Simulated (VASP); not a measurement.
Set up this calculation in VASP 6.6.1, as the native input.

```yaml
Task: single point
Functional: RPBE
Potentials_or_basis: VASP PAW PBE potentials, release 64 (Bi_d, Se)
Cutoff: 520 eV
k_mesh: 8 × 8 × 8
Occupations: fermi-dirac, width 0.05 eV
Spin: no spin polarisation
Dipole_correction: no
Further_INCAR_settings: ALGO = Normal; EDIFF = 1e-06; NBANDS = 32
```

The structure of Bi2Se3 lies in POSCAR:

```
Bi2Se3
1.0
    2.0715000000      1.1959810826      9.5453333333
   -2.0715000000      1.1959810826      9.5453333333
    0.0000000000     -2.3919621653      9.5453333333
Bi Se
2 3
Direct
    0.5992000000      0.5992000000      0.5992000000
    0.4008000000      0.4008000000      0.4008000000
    0.7883000000      0.7883000000      0.7883000000
    0.2117000000      0.2117000000      0.2117000000
    0.0000000000      0.0000000000      0.0000000000
```

One way to write it, as run:

INCAR

```
SYSTEM = Bi2Se3
PREC = Accurate
ENCUT = 520
EDIFF = 1E-6
ISMEAR = -1
SIGMA = 0.05
LREAL = .False.
LASPH = .True.
NELM = 60
ALGO = Normal
ISIF = 2
LWAVE = .False.
LCHARG = .False.
GGA = RP
NBANDS = 32
```

KPOINTS

```
Automatic mesh
0
Gamma
  8 8 8
  0 0 0
```

Potentials or basis: VASP PAW PBE potentials, release 64 (Bi_d, Se).

Launch:

```console
$ cat potpaw_PBE.64/Bi_d/POTCAR potpaw_PBE.64/Se/POTCAR > POTCAR
$ mpirun -np 1 vasp_std > vasp.out
```

It gave:

The pressure is 4.2 GPa, the largest force is 0.170 eV/Å and the band gap on the k mesh is 0.29 eV.

Caveat: the cell stands under pressure; the PAW data sets were made with another functional, which shifts forces and pressure a little; spin-orbit coupling is left out, which moves the levels of the heavy elements.

It took 15 min on 1 thread of AMD EPYC 9R45 96-Core Processor (Zen 5), on a shared host, peak memory 0.98 GiB.
